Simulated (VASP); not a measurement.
# SiGe3 (P4/mmm) in VASP: a series of runs

Runs on SiGe3. Level: PBE. Tasks: single point, relaxation of cell and atoms.

Everything below comes from runs of VASP 6.6.1. Logs are shortened: lines on timing, memory, paths and dates and some standing lists are left out, and cuts for length are marked.

## Step 1: The cell of the first run

Symmetry: P4/mmm, No. 123, tetragonal system. Conventional cell: a = 2.956 Å, b = 2.956 Å, c = 8.361 Å, α = 90.00°, β = 90.00°, γ = 90.00°. Within 3.9 Å of Si (site symmetry 4/mmm) lie 4 Si at 2.96 Å and 8 Ge at 2.96 Å. Ge (site symmetry 4/mmm) has 12 Ge at 2.96 Å within 3.9 Å. Within 3.9 Å of Ge (site symmetry 4mm) lie 8 Ge at 2.96 Å and 4 Si at 2.96 Å.

## Step 2: Single point, PBE

Contents of INCAR:

```
SYSTEM = SiGe3
ALGO = Normal ; EDIFF = 1E-6
ENCUT = 520 ; GGA = PE
ISIF = 2 ; ISMEAR = 0
LASPH = .True. ; LCHARG = .False.
LREAL = .False. ; LWAVE = .False.
NBANDS = 31 ; NELM = 100
PREC = Accurate ; SIGMA = 0.1
```

Contents of KPOINTS:

```
k-points
0
Gamma
  6 6 2
  0 0 0
```

Contents of POSCAR:

```
SiGe3
1.0
    2.9559021900      0.0000000000      0.0000000000
    0.0000000000      2.9559021900      0.0000000000
    0.0000000000      0.0000000000      8.3605539500
Si Ge
1 3
Direct
    0.0000000000      0.0000000000      0.5000000000
    0.0000000000      0.0000000000      0.0000000000
    0.5000000000      0.5000000000      0.2500000000
    0.5000000000      0.5000000000      0.7500000000
```

Potentials or basis: VASP PAW PBE potentials, release 64 (Si, Ge_d).

The run is started by

```
$ cat potpaw_PBE.64/Si/POTCAR potpaw_PBE.64/Ge_d/POTCAR > POTCAR
$ mpirun -np 1 vasp_std > vasp.out
```

OUTCAR:

```text
SYSTEM = SiGe3
   EDIFF = 1E-6
   ENCUT = 520
   GGA = PE
   ISIF = 2
   ISMEAR = 0
   LASPH = .True.
   LREAL = .False.
   NELM = 100
   PREC = Accurate

 ion  position               nearest neighbor table
   1  0.000  0.000  0.500-   3 2.96   4 2.96   3 2.96   4 2.96   3 2.96   4 2.96   3 2.96   4 2.96

   2  0.000  0.000  0.000-
   3  0.500  0.500  0.250-   1 2.96   1 2.96   1 2.96   1 2.96
   4  0.500  0.500  0.750-   1 2.96   1 2.96   1 2.96   1 2.96

  LATTYP: Found a simple tetragonal cell.
 ALAT       =     2.9559021900
 C/A-ratio  =     2.8284271307

  Lattice vectors:

 A1 = (   2.9559021900,   0.0000000000,   0.0000000000)
 A2 = (   0.0000000000,   2.9559021900,   0.0000000000)
 A3 = (   0.0000000000,   0.0000000000,   8.3605539500)

Analysis of symmetry for initial positions (statically):
=====================================================================
 Subroutine PRICEL returns:
 Original cell was already a primitive cell.

 Routine SETGRP: Setting up the symmetry group for a
 simple tetragonal supercell.

 Subroutine GETGRP returns: Found 16 space group operations
 (whereof 16 operations were pure point group operations)
 out of a pool of 16 trial point group operations.

The static configuration has the point symmetry D_4h.

Analysis of symmetry for dynamics (positions and initial velocities):
=====================================================================
 Subroutine PRICEL returns:
 Original cell was already a primitive cell.

 Routine SETGRP: Setting up the symmetry group for a
 simple tetragonal supercell.

 Subroutine GETGRP returns: Found 16 space group operations
 (whereof 16 operations were pure point group operations)
 out of a pool of 16 trial point group operations.

The dynamic configuration has the point symmetry D_4h.

 Subroutine INISYM returns: Found 16 space group operations
 (whereof 16 operations are pure point group operations),
 and found     1 'primitive' translations

----------------------------------------------------------------------------------------

                                     Primitive cell

  volume of cell :      73.0492

  direct lattice vectors                    reciprocal lattice vectors
     2.955902190  0.000000000  0.000000000     0.338306187  0.000000000  0.000000000
     0.000000000  2.955902190  0.000000000     0.000000000  0.338306187  0.000000000
     0.000000000  0.000000000  8.360553950     0.000000000  0.000000000  0.119609299

  length of vectors
     2.955902190  2.955902190  8.360553950     0.338306187  0.338306187  0.119609299

  position of ions in fractional coordinates (direct lattice)
     0.000000000  0.000000000  0.500000000
     0.000000000  0.000000000  0.000000000
     0.500000000  0.500000000  0.250000000
     0.500000000  0.500000000  0.750000000

  ion indices of the primitive-cell ions
   primitive index   ion index
                 1           1
                 2           2
                 3           3
                 4           4

----------------------------------------------------------------------------------------

 KPOINTS: k-points

Automatic generation of k-mesh.
 Grid dimensions read from file:
 generate k-points for:    6    6    2

 Generating k-lattice:

  Cartesian coordinates                     Fractional coordinates (reciprocal lattice)
     0.056384365  0.000000000  0.000000000     0.166666667  0.000000000  0.000000000
     0.000000000  0.056384365  0.000000000     0.000000000  0.166666667  0.000000000
     0.000000000  0.000000000  0.059804650     0.000000000  0.000000000  0.500000000

  Length of vectors
     0.056384365  0.056384365  0.059804650

  Shift w.r.t. Gamma in fractional coordinates (k-lattice)
     0.000000000  0.000000000  0.000000000

 Subroutine IBZKPT returns following result:
 ===========================================

 Found     20 irreducible k-points:

 Following reciprocal coordinates:
            Coordinates               Weight
  0.000000  0.000000  0.000000      1.000000
  0.166667  0.000000  0.000000      4.000000
  0.333333  0.000000  0.000000      4.000000
  0.500000  0.000000  0.000000      2.000000
  0.166667  0.166667  0.000000      4.000000
  0.333333  0.166667  0.000000      8.000000
[... 12 lines left out ...]
  0.500000  0.333333  0.500000      4.000000
  0.500000  0.500000  0.500000      1.000000
   k-points           NKPTS =     20   k-points in BZ     NKDIM =     20   number of bands    NBANDS=     31
   number of dos      NEDOS =    301   number of ions     NIONS =      4
   total plane-waves  NPLWV =  36864
   dimension x,y,z NGX =    24 NGY =   24 NGZ =   64
   dimension x,y,z NGXF=    48 NGYF=   48 NGZF=  128
   ions per type =               1   3
   NGX,Y,Z   is equivalent  to a cutoff of  13.50, 13.50, 12.73 a.u.
   NGXF,Y,Z  is equivalent  to a cutoff of  27.00, 27.00, 25.45 a.u.
 SYSTEM =  SiGe3
   PREC   = accura    normal or accurate (medium, high low for compatibility)
   ISTART =      0    job   : 0-new  1-cont  2-samecut
   ICHARG =      2    charge: 1-file 2-atom 10-const
   ISPIN  =      1    spin polarized calculation?
   LNONCOLLINEAR =      F non collinear calculations
   LSORBIT =      F    spin-orbit coupling
   LASPH  =      T    aspherical Exc in radial PAW
   ENCUT  =  520.0 eV  38.22 Ry    6.18 a.u.   5.50  5.50 15.55*2*pi/ulx,y,z
   NELM   =    100;   NELMIN=  2; NELMDL= -5     # of ELM steps
   EDIFF  = 0.1E-05   stopping-criterion for ELM
   LREAL  =      F    real-space projection
   EDIFFG = 0.1E-04   stopping-criterion for IOM
   NSW    =      0    number of steps for IOM
   IBRION =     -1    ionic relax: 0-MD 1-quasi-New 2-CG
   NFREE  =      0    steps in history (QN), initial steepest desc. (CG)
   ISIF   =      2    stress and relaxation
   ISYM   =      2    0-nonsym 1-usesym 2-fastsym
   POTIM  = 0.5000    time-step for ionic-motion
   TEBEG  =    0.0;   TEEND  =   0.0 temperature during run
   PSTRESS=    0.0 pullay stress
   NELECT =      46.0000    total number of electrons
   NUPDOWN=      -1.0000    fix difference up-down
   EMIN   =  10.00;   EMAX   =-10.00  energy-range for DOS
   EFERMI =   0.00;   METHOD = LEGACY
   ISMEAR =     0;   SIGMA  =   0.10  broadening in eV -4-tet -1-fermi 0-gaus
   EFERMI_NEDOS =   21; number of points for ismear=-14 and -15
   IALGO  =     38    algorithm
   IMIX   =      4    mixing-type and parameters
     AMIX     =   0.40;   BMIX     =  1.00
     AMIX_MAG =   1.60;   BMIX_MAG =  1.00
  volume/ion in A,a.u.               =      18.26       123.24
  Fermi-wavevector in a.u.,A,eV,Ry     =   1.403209  2.651681 26.789813  1.968996
  Thomas-Fermi vector in A             =   2.525894
   LORBIT       =      0    0 simple, 1 ext, 2 COOP (PROOUT), +10 PAW based schemes
   GGA     = PE    functional components
   LHFCALC =     F    Hartree Fock is set to
   AEXX    =    0.0000 exact exchange contribution
   IVDW    =     0    specifies the selected vdW correction
   LEPSILON=     F    determine dielectric tensor
   LRPA    =     F    only Hartree local field effects (RPA)
 non-spin polarized calculation
 Gauss-broadening in eV      SIGMA  =   0.10
  energy-cutoff  :      520.00
  volume of cell :       73.05
 maximum number of plane-waves:      2007
 NGX is ok and might be reduce to    24
   NGX = 11   NGY = 11   NGZ = 31

 number of electron      46.0000055 magnetization

 Free energy of the ion-electron system (eV)
  ---------------------------------------------------
  ext. energy  EPLUGINS =         0.00000000
  ---------------------------------------------------
  free energy    TOTEN  =       -16.99742872 eV

  energy without entropy =      -16.98792758  energy(sigma->0) =      -16.99267815

 E-fermi :   7.1680     XC(G=0): -11.1647

 val. band max:        7.1613076069   @ k =   0.5000   0.0000   0.0000
 cond. band min:       7.1816394499   @ k =   0.1667   0.1667   0.5000
 fundamental gap:      0.0203318430
 Fermi energy:         7.1679911639

 k-point     1 :       0.0000    0.0000    0.0000
  band No.  band energies     occupation
      1     -17.6271      2.00000
      2     -17.5823      2.00000
      3     -17.5717      2.00000
      4     -17.5624      2.00000
      5     -17.5505      2.00000
      6     -17.5505      2.00000
[... 23 lines left out ...]
     30      13.4851      0.00000
     31      15.1218      0.00000

 k-point     2 :       0.1667    0.0000    0.0000
  band No.  band energies     occupation
      1     -17.6102      2.00000
      2     -17.5705      2.00000
      3     -17.5639      2.00000
      4     -17.5503      2.00000
      5     -17.5488      2.00000
      6     -17.5478      2.00000
[... 23 lines left out ...]
     30      13.9024      0.00000
     31      13.9905      0.00000

 k-point     3 :       0.3333    0.0000    0.0000
  band No.  band energies     occupation
      1     -17.5899      2.00000
      2     -17.5698      2.00000
      3     -17.5450      2.00000
      4     -17.5449      2.00000
      5     -17.5446      2.00000
      6     -17.5403      2.00000
[... 23 lines left out ...]
     30      13.5528      0.00000
     31      15.0470      0.00000

 k-point     4 :       0.5000    0.0000    0.0000
  band No.  band energies     occupation
      1     -17.5827      2.00000
      2     -17.5729      2.00000
      3     -17.5537      2.00000
      4     -17.5450      2.00000
      5     -17.5432      2.00000
      6     -17.5387      2.00000
[... 499 lines left out ...]
     30      10.8304      0.00000
     31      10.8565      0.00000

 k-point    19 :       0.5000    0.3333    0.5000
  band No.  band energies     occupation
      1     -17.5963      2.00000
      2     -17.5940      2.00000
      3     -17.5835      2.00000
      4     -17.5562      2.00000
      5     -17.5220      2.00000
      6     -17.5191      2.00000
[... 23 lines left out ...]
     30      10.4391      0.00000
     31      10.5480      0.00000

 k-point    20 :       0.5000    0.5000    0.5000
  band No.  band energies     occupation
      1     -17.6048      2.00000
      2     -17.6048      2.00000
      3     -17.5921      2.00000
      4     -17.5632      2.00000
      5     -17.5331      2.00000
      6     -17.5139      2.00000
[... 23 lines left out ...]
     30       8.0961      0.00000
     31       8.1126      0.00000

------------------------ aborting loop because EDIFF is reached ----------------------------------------

  FORCE on cell =-STRESS in cart. coord.  units (eV):
  Direction    XX          YY          ZZ          XY          YZ          ZX
  --------------------------------------------------------------------------------------
  -------------------------------------------------------------------------------------
  Total        0.3557138      0.3557138      1.0122001      0.0000000      0.0000000      0.0000000
  in kB        7.8018233      7.8018233     22.2004497      0.0000000      0.0000000      0.0000000
  external PRESSURE =      12.6013654 kB  Pullay stress =       0.0000000 kB

 VOLUME and BASIS-vectors are now :
 -----------------------------------------------------------------------------
  energy-cutoff  :      520.00
  volume of cell :       73.05
      direct lattice vectors                 reciprocal lattice vectors
     2.955902190  0.000000000  0.000000000     0.338306187  0.000000000  0.000000000
     0.000000000  2.955902190  0.000000000     0.000000000  0.338306187  0.000000000
     0.000000000  0.000000000  8.360553950     0.000000000  0.000000000  0.119609299

 POSITION                                       TOTAL-FORCE (eV/Angst)
 -----------------------------------------------------------------------------------
      0.00000      0.00000      4.18028         0.000000      0.000000      0.000000
      0.00000      0.00000      0.00000         0.000000      0.000000      0.000000
      1.47795      1.47795      2.09014        -0.000000     -0.000000      0.527854
      1.47795      1.47795      6.27042         0.000000     -0.000000     -0.527854
 -----------------------------------------------------------------------------------
    total drift:                                0.000000     -0.000000     -0.000000

  FREE ENERGIE OF THE ION-ELECTRON SYSTEM (eV)
  ---------------------------------------------------
  free  energy   TOTEN  =       -16.9974287184 eV

  energy  without entropy=      -16.9879275821  energy(sigma->0) =      -16.99267815
```

Run time: 16 s. Hardware: 1 thread of Intel Xeon 6975P-C (Granite Rapids), shared host; peak memory 0.19 GiB.

What came out:

| Property | Result |
| --- | --- |
| Free energy | -16.9974 eV |
| Pressure | 1.3 GPa |
| Largest force | 0.528 eV/Å |
| Band gap on the k mesh | zero (band 23 reaches 11.17 eV, above the bottom of band 24 at 5.02 eV) |

Forces on the atoms (eV/Å):
```
Si   0.000  0.000  0.000
Ge   0.000  0.000  0.000
Ge   0.000  0.000  0.528
Ge   0.000  0.000 -0.528
```

Caveat: the k points lie up to 0.38 Å⁻¹ apart.

## Step 3: Single point, PBE

This run uses another cell than the first one, of 18.69 Å³/atom, 1.024 times its volume.

Contents of INCAR:

```
ALGO = Normal
EDIFF = 1E-6
ENCUT = 520
GGA = PE
ISIF = 2
ISMEAR = 0
LASPH = T
LCHARG = F
LREAL = F
LWAVE = F
NBANDS = 31
NELM = 60
PREC = Accurate
SIGMA = 0.1
```

Contents of KPOINTS:

```
k-points
0
Gamma
  6 6 2
```

Contents of POSCAR:

```
SiGe3
1.0
    2.9537304351      0.0000000000      0.0000000000
    0.0000000000      2.9537304351      0.0000000000
    0.0000000000      0.0000000000      8.5704139108
Si Ge
1 3
Direct
    0.0000000000      0.0000000000      0.5000000000
    0.0000000000      0.0000000000      0.0000000000
    0.5000000000      0.5000000000      0.2790030588
    0.5000000000      0.5000000000      0.7209969412
```

Potentials or basis: VASP PAW PBE potentials, release 64 (Si, Ge_d).

The run is started by

```
$ cat potpaw_PBE.64/Si/POTCAR potpaw_PBE.64/Ge_d/POTCAR > POTCAR
$ mpirun -np 1 vasp_std > vasp.out
```

Wall time 14 s (1 thread of Intel Xeon 6975P-C (Granite Rapids), shared host); peak memory 0.19 GiB.

It converged, with:

```
Free energy            : -17.1556 eV
Pressure               : -0.2 GPa
Band gap on the k mesh : zero (band 23 reaches 10.37 eV, above the bottom of band 24 at 4.98 eV)
```

Stress tensor (GPa, compression positive):
```
-0.32  0.00  0.00
 0.00 -0.32  0.00
 0.00  0.00  0.01
```

Levels at points of the mesh, in eV from the Fermi level:
```csv
k point,band 21,band 22,band 23,band 24,band 25,band 26
"(0.00, 0.00, 0.00)",2.42,2.42,3.36,4.17,4.70,4.70
"(0.50, 0.00, 0.00)",-5.45,-1.06,-0.57,-0.15,-0.13,5.91
"(0.50, 0.50, 0.00)",-4.35,-2.33,-2.33,-2.03,-2.03,-0.47
"(0.00, 0.00, 0.50)",-0.34,2.54,2.54,3.86,3.86,5.37
"(0.50, 0.00, 0.50)",-3.99,-3.76,-2.95,2.70,3.33,3.99
"(0.50, 0.50, 0.50)",-4.43,-3.27,-3.27,-0.44,-0.44,0.23
```

Caveat: the k points lie up to 0.37 Å⁻¹ apart.

## Step 4: Relaxation of cell and atoms, PBE

Contents of INCAR:

```
PREC = Accurate
ENCUT = 600
EDIFF = 1E-6
ISMEAR = 0
SIGMA = 0.1
LREAL = False
LASPH = True
NELM = 60
ALGO = Normal
ISIF = 3
LWAVE = False
LCHARG = False
GGA = PE
IBRION = 2
NSW = 90
EDIFFG = -0.04
```

Contents of KPOINTS:

```
Automatic mesh
0
Gamma
  6 6 2
```

Contents of POSCAR:

```
SiGe3
1.0
    2.9559021900      0.0000000000      0.0000000000
    0.0000000000      2.9559021900      0.0000000000
    0.0000000000      0.0000000000      8.3605539500
Si Ge
1 3
Direct
    0.0000000000      0.0000000000      0.5000000000
    0.0000000000      0.0000000000      0.0000000000
    0.5000000000      0.5000000000      0.2500000000
    0.5000000000      0.5000000000      0.7500000000
```

The run is started by

```
$ cat potpaw_PBE.64/Si/POTCAR potpaw_PBE.64/Ge_d/POTCAR > POTCAR
$ mpirun -np 1 vasp_std > vasp.out
```

It took 2.5 min on 1 thread of Intel Xeon 6975P-C (Granite Rapids), shared host; peak memory 0.22 GiB.

Results (log left out):

```
Free energy                            : -17.1553 eV
Relaxed volume                         : 18.62 Å³/atom
Relaxed cell                           : a = 2.932 Å, b = 2.932 Å, c = 8.664 Å, α = 90.00°, β = 90.00°, γ = 90.00°
Space group after relaxing (to 0.05 Å) : P4/mmm (No. 123)
Energy gained by relaxing              : 39.4 meV/atom
Ionic steps                            : 13
Pressure after relaxing                : 0.1 GPa
Largest force after relaxing           : 0.017 eV/Å
```

Forces in eV/Å, atoms in the order of the input:
```
Si   0.000  0.000  0.000
Ge   0.000  0.000  0.000
Ge   0.000  0.000 -0.017
Ge   0.000  0.000  0.017
```

Stress tensor (GPa, compression positive):
```
 0.23  0.00  0.00
 0.00  0.23  0.00
 0.00  0.00 -0.14
```

Step by step:
```
step  energy change (eV)  largest force (eV/Å)  pressure (GPa)  volume (Å³)
   1              0.0000                0.5278            1.28        73.05
   2             -0.0341                0.4617           -0.17        74.61
   3             -0.0478                0.3159           -2.51        77.17
   4             -0.0493                0.3455           -2.03        76.56
   5             -0.0727                0.2971           -1.87        76.08
   6             -0.1302                0.1569           -0.82        74.64
   7             -0.1054                0.2667            2.72        71.74
   8             -0.1468                0.0940            0.26        73.61
   9             -0.1470                0.0763            0.33        73.47
  10             -0.1516                0.0641            0.22        73.75
  11             -0.1560                0.0768            0.09        74.60
  12             -0.1564                0.0402            0.06        74.41
  13             -0.1577                0.0172            0.11        74.50
```

Final structure:
```
CELL_PARAMETERS angstrom
2.93222 0.00000 0.00000
0.00000 2.93222 0.00000
0.00000 0.00000 8.66439
ATOMIC_POSITIONS crystal
Si 0.00000 0.00000 0.50000
Ge 0.00000 0.00000 0.00000
Ge 0.50000 0.50000 0.27980
Ge 0.50000 0.50000 0.72020
```

Levels at points of the mesh, in eV from the Fermi level:
```tsv
k point	band 19	band 20	band 21	band 22	band 23	band 24	band 25	band 26	band 27
(0.00, 0.00, 0.00)	-5.83	-4.56	2.57	2.57	3.13	3.99	4.81	4.81	5.14
(0.50, 0.00, 0.00)	-7.69	-5.76	-5.50	-1.27	-0.77	-0.26	-0.23	6.09	6.37
(0.50, 0.50, 0.00)	-4.59	-4.59	-4.30	-2.38	-2.38	-2.06	-2.06	-0.42	-0.36
(0.00, 0.00, 0.50)	-7.96	-1.40	-0.59	2.67	2.67	4.02	4.02	5.42	6.04
(0.50, 0.00, 0.50)	-8.29	-4.76	-4.10	-3.84	-3.02	2.47	3.10	3.79	4.47
(0.50, 0.50, 0.50)	-4.45	-4.45	-4.45	-3.27	-3.27	-0.55	-0.55	0.24	0.25
```

Caveat: the k points lie up to 0.36 Å⁻¹ apart in the final cell; the bands computed are all filled at some k points, so no gap is given.

(Part 1 of 2 ends here.)
